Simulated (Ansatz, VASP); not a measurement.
**Li2Se: VASP beside Ansatz**

```xyz
3
Lattice="0.0000 2.9928 2.9928 2.9928 0.0000 2.9928 2.9928 2.9928 0.0000" Properties=species:S:1:pos:R:3 pbc="T T T"
Li    1.4964    1.4964    1.4964
Li    4.4892    4.4892    4.4892
Se    0.0000    0.0000    0.0000
```

Alike in both runs: task single point; functional PBE0; k mesh 8 × 8 × 8; occupations fermi-dirac, width 0.02 eV; no spin polarisation.

|  | VASP | Ansatz |
| --- | --- | --- |
| version | VASP 6.6.1 | Ansatz 0.2.0 |
| potentials or method | VASP PAW PBE potentials, release 64 (Li_sv, Se), cutoff 650 eV | PAW plane waves |
| valence electrons in the cell | 12 | 22 |

|  | VASP | Ansatz | Ansatz less VASP |
| --- | --- | --- | --- |
| gap on the k mesh at the Fermi level (eV) | 4.50 | 4.48 | -0.014 |
| pressure (GPa) | -0.5 | -0.3 | +0.25 |

VASP's potentials hold 12 valence electrons a cell and Ansatz's 22, so a difference there can come from the potentials and not from the codes. Ansatz's warnings: stress exchange threshold loose, stress scf threshold loose.
